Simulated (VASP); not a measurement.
Runs of VASP 6.6.1 on Ga. The structure is that of space group Fd-3m (No. 227), or close to it. The cells are those of the table. 

```csv
task,cell,k mesh,cutoff (eV),gap on the mesh (eV),pressure (GPa)
single point,"a = 4.439 Å, angles 60.0°, 2 atoms",10 × 10 × 10,520,none,(b)
single point,"a = 4.275 Å, angles 60.0°, 2 atoms",15 × 15 × 15,520,none,0.2
single point,"a = 4.275 Å, angles 60.0°, 2 atoms",10 × 10 × 10,520,none,0.2
single point,"a = 4.331 Å, angles 60.0°, 2 atoms",10 × 10 × 10,520,none,-0.8
relaxation of cell and atoms,"relaxed from a = 4.214 Å, angles 60.0°, 2 atoms",9 × 9 × 9,600,none,0.0
single point,"a = 4.217 Å, angles 60.0°, 2 atoms",10 × 10 × 10,520,none,(a)
single point,"a = 4.157 Å, angles 60.0°, 2 atoms",10 × 10 × 10,520,none,2.9
single point,"a = 4.096 Å, angles 60.0°, 2 atoms",10 × 10 × 10,520,none,4.8
```

Alike in all rows: level BLYP; potentials or basis VASP PAW PBE potentials, release 64 (Ga_d); no spin polarisation; smearing fermi-dirac 0.1 eV.

Question: Estimate the missing entries.

Answer: (a) 1.4; (b) -2.0.

Caveats: the PAW data sets were made with another functional, which shifts forces and pressure a little.

A k mesh can miss the band edges, and the runs leave out spin-orbit coupling on Ga.

A gap of «none» marks levels without a gap at the run's occupations.
